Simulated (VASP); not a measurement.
# BP (F-43m) in VASP: a series of runs

BP is run at these levels: LDA; tasks: single point, relaxation of cell and atoms.

Program: VASP 6.6.1. These are calculated values, not measurements. Logs are shortened: lines on timing, memory, paths and dates and some standing lists are left out, and cuts for length are marked.

**1. The cell of the first run**

It takes space group F-43m (No. 216, cubic). The conventional cell has a = 4.491 Å, b = 4.491 Å, c = 4.491 Å, α = 90.00°, β = 90.00°, γ = 90.00°. Within 2.6 Å of B (site symmetry -43m) lie 4 P at 1.94 Å. P (site symmetry -43m) has 4 B at 1.94 Å within 2.6 Å.

**2. Single point, LDA**

The input, INCAR:

```
ALGO     = Normal         # electronic algorithm
EDIFF    = 1E-6           # SCF threshold, eV
ENCUT    = 500            # plane-wave cutoff, eV
GGA_COMPAT= F            
ISIF     = 2              # what is computed and relaxed
ISMEAR   = 0              # smearing method
LASPH    = T              # aspherical terms in the spheres
LCHARG   = F              # write CHGCAR
LREAL    = F              # projectors in reciprocal space
LWAVE    = F              # write WAVECAR
NBANDS   = 11             # bands
NELM     = 120            # most SCF steps
PREC     = Accurate       # precision mode
SIGMA    = 0.02           # smearing width, eV
```

The input, KPOINTS:

```
k-points
0
Gamma
  10 10 10
```

The input, POSCAR:

```
BP
1.0
    0.0000000000      2.2453790271      2.2453790271
    2.2453790271      0.0000000000      2.2453790271
    2.2453790271      2.2453790271      0.0000000000
B P
1 1
Direct
    0.0000000000      0.0000000000      0.0000000000
    0.2500000000      0.2500000000      0.2500000000
```

Potentials or basis: VASP PAW LDA potentials, release 64 (B, P).

Launch:

```console
$ cat potpaw_LDA.64/B/POTCAR potpaw_LDA.64/P/POTCAR > POTCAR
$ mpirun -np 1 vasp_std > vasp.out
```

OUTCAR:

```text
EDIFF = 1E-6
   ENCUT = 500
   ISIF = 2
   ISMEAR = 0
   LASPH = T
   LREAL = F
   NELM = 120
   PREC = Accurate

 ion  position               nearest neighbor table
   1  0.000  0.000  0.000-   2 1.94   2 1.94   2 1.94   2 1.94
   2  0.250  0.250  0.250-   1 1.94   1 1.94   1 1.94   1 1.94

  LATTYP: Found a face centered cubic cell.
 ALAT       =     4.4907580542

  Lattice vectors:

 A1 = (   0.0000000000,   2.2453790271,   2.2453790271)
 A2 = (   2.2453790271,   0.0000000000,   2.2453790271)
 A3 = (   2.2453790271,   2.2453790271,   0.0000000000)

Analysis of symmetry for initial positions (statically):
=====================================================================
 Subroutine PRICEL returns:
 Original cell was already a primitive cell.

 Routine SETGRP: Setting up the symmetry group for a
 face centered cubic supercell.

 Subroutine GETGRP returns: Found 24 space group operations
 (whereof 24 operations were pure point group operations)
 out of a pool of 48 trial point group operations.

The static configuration has the point symmetry T_d .

Analysis of symmetry for dynamics (positions and initial velocities):
=====================================================================
 Subroutine PRICEL returns:
 Original cell was already a primitive cell.

 Routine SETGRP: Setting up the symmetry group for a
 face centered cubic supercell.

 Subroutine GETGRP returns: Found 24 space group operations
 (whereof 24 operations were pure point group operations)
 out of a pool of 48 trial point group operations.

The dynamic configuration has the point symmetry T_d .

 Subroutine INISYM returns: Found 24 space group operations
 (whereof 24 operations are pure point group operations),
 and found     1 'primitive' translations

----------------------------------------------------------------------------------------

                                     Primitive cell

  volume of cell :      22.6412

  direct lattice vectors                    reciprocal lattice vectors
     0.000000000  2.245379027  2.245379027    -0.222679554  0.222679554  0.222679554
     2.245379027  0.000000000  2.245379027     0.222679554 -0.222679554  0.222679554
     2.245379027  2.245379027  0.000000000     0.222679554  0.222679554 -0.222679554

  length of vectors
     3.175445473  3.175445473  3.175445473     0.385692301  0.385692301  0.385692301

  position of ions in fractional coordinates (direct lattice)
     0.000000000  0.000000000  0.000000000
     0.250000000  0.250000000  0.250000000

  ion indices of the primitive-cell ions
   primitive index   ion index
                 1           1
                 2           2

----------------------------------------------------------------------------------------

 KPOINTS: k-points

Automatic generation of k-mesh.
 Grid dimensions read from file:
 generate k-points for:   10   10   10

 Generating k-lattice:

  Cartesian coordinates                     Fractional coordinates (reciprocal lattice)
    -0.022267955  0.022267955  0.022267955     0.100000000  0.000000000  0.000000000
     0.022267955 -0.022267955  0.022267955     0.000000000  0.100000000  0.000000000
     0.022267955  0.022267955 -0.022267955     0.000000000  0.000000000  0.100000000

  Length of vectors
     0.038569230  0.038569230  0.038569230

  Shift w.r.t. Gamma in fractional coordinates (k-lattice)
     0.000000000  0.000000000  0.000000000

 Subroutine IBZKPT returns following result:
 ===========================================

 Found     47 irreducible k-points:

 Following reciprocal coordinates:
            Coordinates               Weight
  0.000000  0.000000  0.000000      1.000000
  0.100000  0.000000  0.000000      8.000000
  0.200000  0.000000  0.000000      8.000000
  0.300000  0.000000  0.000000      8.000000
  0.400000  0.000000  0.000000      8.000000
  0.500000  0.000000  0.000000      4.000000
[... 16 lines left out ...]
  0.300000  0.300000  0.000000      6.000000
  0.400000  0.300000  0.000000     24.000000
 [... further k-points ...]
   k-points           NKPTS =     47   k-points in BZ     NKDIM =     47   number of bands    NBANDS=     11
   number of dos      NEDOS =    301   number of ions     NIONS =      2
   total plane-waves  NPLWV =  13824
   dimension x,y,z NGX =    24 NGY =   24 NGZ =   24
   dimension x,y,z NGXF=    48 NGYF=   48 NGZF=   48
   ions per type =               1   1
   NGX,Y,Z   is equivalent  to a cutoff of  12.56, 12.56, 12.56 a.u.
   NGXF,Y,Z  is equivalent  to a cutoff of  25.13, 25.13, 25.13 a.u.
 SYSTEM =  unknown system
   PREC   = accura    normal or accurate (medium, high low for compatibility)
   ISTART =      0    job   : 0-new  1-cont  2-samecut
   ICHARG =      2    charge: 1-file 2-atom 10-const
   ISPIN  =      1    spin polarized calculation?
   LNONCOLLINEAR =      F non collinear calculations
   LSORBIT =      F    spin-orbit coupling
   LASPH  =      T    aspherical Exc in radial PAW
   ENCUT  =  500.0 eV  36.75 Ry    6.06 a.u.   5.79  5.79  5.79*2*pi/ulx,y,z
   NELM   =    120;   NELMIN=  2; NELMDL= -5     # of ELM steps
   EDIFF  = 0.1E-05   stopping-criterion for ELM
   LREAL  =      F    real-space projection
   EDIFFG = 0.1E-04   stopping-criterion for IOM
   NSW    =      0    number of steps for IOM
   IBRION =     -1    ionic relax: 0-MD 1-quasi-New 2-CG
   NFREE  =      0    steps in history (QN), initial steepest desc. (CG)
   ISIF   =      2    stress and relaxation
   ISYM   =      2    0-nonsym 1-usesym 2-fastsym
   POTIM  = 0.5000    time-step for ionic-motion
   TEBEG  =    0.0;   TEEND  =   0.0 temperature during run
   PSTRESS=    0.0 pullay stress
   NELECT =       8.0000    total number of electrons
   NUPDOWN=      -1.0000    fix difference up-down
   EMIN   =  10.00;   EMAX   =-10.00  energy-range for DOS
   EFERMI =   0.00;   METHOD = LEGACY
   ISMEAR =     0;   SIGMA  =   0.02  broadening in eV -4-tet -1-fermi 0-gaus
   EFERMI_NEDOS =   21; number of points for ismear=-14 and -15
   IALGO  =     38    algorithm
   IMIX   =      4    mixing-type and parameters
     AMIX     =   0.40;   BMIX     =  1.00
     AMIX_MAG =   1.60;   BMIX_MAG =  1.00
  volume/ion in A,a.u.               =      11.32        76.40
  Fermi-wavevector in a.u.,A,eV,Ry     =   1.157369  2.187110 18.225044  1.339503
  Thomas-Fermi vector in A             =   2.293981
   LORBIT       =      0    0 simple, 1 ext, 2 COOP (PROOUT), +10 PAW based schemes
   GGA     = CA    functional components
   LHFCALC =     F    Hartree Fock is set to
   AEXX    =    0.0000 exact exchange contribution
   IVDW    =     0    specifies the selected vdW correction
   LEPSILON=     F    determine dielectric tensor
   LRPA    =     F    only Hartree local field effects (RPA)
 non-spin polarized calculation
 Gauss-broadening in eV      SIGMA  =   0.02
  energy-cutoff  :      500.00
  volume of cell :       22.64
 maximum number of plane-waves:       589
   NGX = 11   NGY = 11   NGZ = 11

 number of electron       8.0000001 magnetization

 Free energy of the ion-electron system (eV)
  ---------------------------------------------------
  ext. energy  EPLUGINS =         0.00000000
  ---------------------------------------------------
  free energy    TOTEN  =       -14.39907484 eV

  energy without entropy =      -14.39907484  energy(sigma->0) =      -14.39907484

 E-fermi :   7.8948     XC(G=0): -11.2180

 val. band max:        7.7847054828   @ k =   0.0000   0.0000   0.0000
 cond. band min:       8.9356051198   @ k =   0.4000   0.4000   0.0000
 fundamental gap:      1.1508996370
 Fermi energy:         7.8948317932

 k-point     1 :       0.0000    0.0000    0.0000
  band No.  band energies     occupation
      1      -7.8849      2.00000
      2       7.7847      2.00000
      3       7.7847      2.00000
      4       7.7847      2.00000
      5      11.2133      0.00000
      6      11.2133      0.00000
      7      11.2133      0.00000
      8      15.6365      0.00000
      9      19.2649      0.00000
     10      20.0592      0.00000
     11      20.0592      0.00000

 k-point     2 :       0.1000    0.0000    0.0000
  band No.  band energies     occupation
      1      -7.7003      2.00000
      2       6.4707      2.00000
      3       7.4831      2.00000
      4       7.4831      2.00000
      5      11.6306      0.00000
      6      11.6306      0.00000
      7      11.6711      0.00000
      8      16.1094      0.00000
      9      19.3207      0.00000
     10      19.3207      0.00000
     11      19.8450      0.00000

 k-point     3 :       0.2000    0.0000    0.0000
  band No.  band energies     occupation
      1      -7.1529      2.00000
      2       4.0938      2.00000
      3       6.9138      2.00000
      4       6.9138      2.00000
      5      11.9280      0.00000
      6      12.3573      0.00000
      7      12.3573      0.00000
      8      17.1239      0.00000
      9      18.6851      0.00000
     10      18.6851      0.00000
     11      20.7412      0.00000

 k-point     4 :       0.3000    0.0000    0.0000
  band No.  band energies     occupation
      1      -6.2710      2.00000
      2       1.6870      2.00000
      3       6.4179      2.00000
      4       6.4179      2.00000
      5      11.8817      0.00000
      6      12.6673      0.00000
      7      12.6673      0.00000
      8      17.8200      0.00000
      9      19.2822      0.00000
     10      19.2822      0.00000
     11      21.0924      0.00000

 k-point     5 :       0.4000    0.0000    0.0000
  band No.  band energies     occupation
      1      -5.1625      2.00000
      2      -0.3902      2.00000
      3       6.1045      2.00000
      4       6.1045      2.00000
      5      11.7933      0.00000
      6      12.5723      0.00000
      7      12.5723      0.00000
      8      17.8814      0.00000
      9      21.0218      0.00000
     10      21.0218      0.00000
     11      21.9855      0.00000
[... 211 lines left out ...]
 k-point    21 :      -0.3000    0.2000    0.0000
  band No.  band energies     occupation
      1      -4.9384      2.00000
      2       0.7082      2.00000
      3       3.0243      2.00000
      4       5.8272      2.00000
      5      11.6670      0.00000
      6      13.9731      0.00000
      7      14.8129      0.00000
      8      17.2530      0.00000
      9      18.2063      0.00000
     10      20.5365      0.00000
     11      24.9169      0.00000

 k-point    22 :      -0.2000    0.2000    0.0000
  band No.  band energies     occupation
      1      -5.9722      2.00000
      2       2.5045      2.00000
      3       3.4960      2.00000
      4       6.5226      2.00000
      5      12.2934      0.00000
      6      13.1535      0.00000
      7      14.2593      0.00000
      8      16.2567      0.00000
      9      17.2929      0.00000
     10      21.4750      0.00000
     11      23.8436      0.00000

 k-point    23 :       0.3000    0.3000    0.0000
  band No.  band energies     occupation
      1      -5.7166      2.00000
      2       2.9888      2.00000
      3       4.4805      2.00000
      4       4.4805      2.00000
      5       9.2395      0.00000
      6      11.6003      0.00000
      7      16.7781      0.00000
      8      16.7781      0.00000
      9      21.1545      0.00000
     10      22.3596      0.00000
     11      24.4584      0.00000

 k-point    24 :       0.4000    0.3000    0.0000
  band No.  band energies     occupation
      1      -4.8677      2.00000
      2       1.6299      2.00000
      3       3.6236      2.00000
      4       4.1800      2.00000
      5       9.5242      0.00000
      6      11.3199      0.00000
      7      17.3990      0.00000
      8      17.4240      0.00000
      9      21.9852      0.00000
     10      23.2469      0.00000
     11      25.0857      0.00000

 [... further k-points ...]

------------------------ aborting loop because EDIFF is reached ----------------------------------------

  FORCE on cell =-STRESS in cart. coord.  units (eV):
  Direction    XX          YY          ZZ          XY          YZ          ZX
  --------------------------------------------------------------------------------------
  -------------------------------------------------------------------------------------
  Total       -0.0198469     -0.0198469     -0.0198469      0.0000000      0.0000000      0.0000000
  in kB       -1.4044430     -1.4044430     -1.4044430      0.0000000      0.0000000      0.0000000
  external PRESSURE =      -1.4044430 kB  Pullay stress =       0.0000000 kB

 VOLUME and BASIS-vectors are now :
 -----------------------------------------------------------------------------
  energy-cutoff  :      500.00
  volume of cell :       22.64
      direct lattice vectors                 reciprocal lattice vectors
     0.000000000  2.245379027  2.245379027    -0.222679554  0.222679554  0.222679554
     2.245379027  0.000000000  2.245379027     0.222679554 -0.222679554  0.222679554
     2.245379027  2.245379027  0.000000000     0.222679554  0.222679554 -0.222679554

 POSITION                                       TOTAL-FORCE (eV/Angst)
 -----------------------------------------------------------------------------------
      0.00000      0.00000      0.00000        -0.000000     -0.000000     -0.000000
      1.12269      1.12269      1.12269         0.000000      0.000000      0.000000
 -----------------------------------------------------------------------------------
    total drift:                                0.000000      0.000000      0.000000

  FREE ENERGIE OF THE ION-ELECTRON SYSTEM (eV)
  ---------------------------------------------------
  free  energy   TOTEN  =       -14.3990748395 eV

  energy  without entropy=      -14.3990748395  energy(sigma->0) =      -14.39907484
```

Wall time 9.7 s (1 thread of Intel Xeon 8259CL, shared host); peak memory 0.13 GiB.

What came out:

| Item | Value |
| --- | --- |
| Free energy | -14.3991 eV |
| Pressure | -0.1 GPa |
| Band gap on the k mesh | 1.15 eV (least direct gap 3.43 eV) |

Levels at points of the mesh, in eV from the valence-band top:
```tsv
k point	band 1	band 2	band 3	band 4	band 5	band 6	band 7	band 8
(0.00, 0.00, 0.00)	-15.67	0.00	0.00	0.00	3.43	3.43	3.43	7.85
(0.50, 0.00, 0.00)	-12.22	-9.23	-1.79	-1.79	3.97	4.70	4.70	10.03
(0.50, 0.50, 0.00)	-10.67	-8.65	-4.22	-4.22	1.24	1.53	12.29	12.29
```

A k mesh can miss the band edges.

**3. Single point, LDA**

The input, INCAR:

```
PREC = Accurate ; ENCUT = 500
EDIFF = 1E-6 ; ISMEAR = 0
SIGMA = 0.02 ; LREAL = F
LASPH = T ; NELM = 120
ALGO = Normal ; ISIF = 2
LWAVE = F ; LCHARG = T
GGA = CA ; LELF = T
LVHAR = T ; NBANDS = 11
GGA_COMPAT = F
```

The input, KPOINTS:

```
regular mesh
0
Gamma
  10 10 10
```

POSCAR is that of step 2.

Potentials or basis: VASP PAW LDA potentials, release 64 (B, P).

Launch:

```console
$ cat potpaw_LDA.64/B/POTCAR potpaw_LDA.64/P/POTCAR > POTCAR
$ mpirun -np 1 vasp_std > vasp.out
```

Run time: 13 s. Hardware: 1 thread of Intel Xeon 8259CL, shared host; peak memory 0.13 GiB.

Results (log left out):

* Free energy: -14.3991 eV
* Pressure: -0.1 GPa
* Band gap on the k mesh: 1.15 eV (least direct gap 3.43 eV)

Levels at points of the mesh, in eV from the valence-band top:
```
           k point  band 1  band 2  band 3  band 4  band 5  band 6  band 7  band 8
(0.00, 0.00, 0.00)  -15.67    0.00    0.00    0.00    3.43    3.43    3.43    7.85
(0.50, 0.00, 0.00)  -12.22   -9.23   -1.79   -1.79    3.97    4.70    4.70   10.03
(0.50, 0.50, 0.00)  -10.67   -8.65   -4.22   -4.22    1.24    1.53   12.29   12.29
```

A k mesh can miss the band edges.

[end of part 1 of 2]
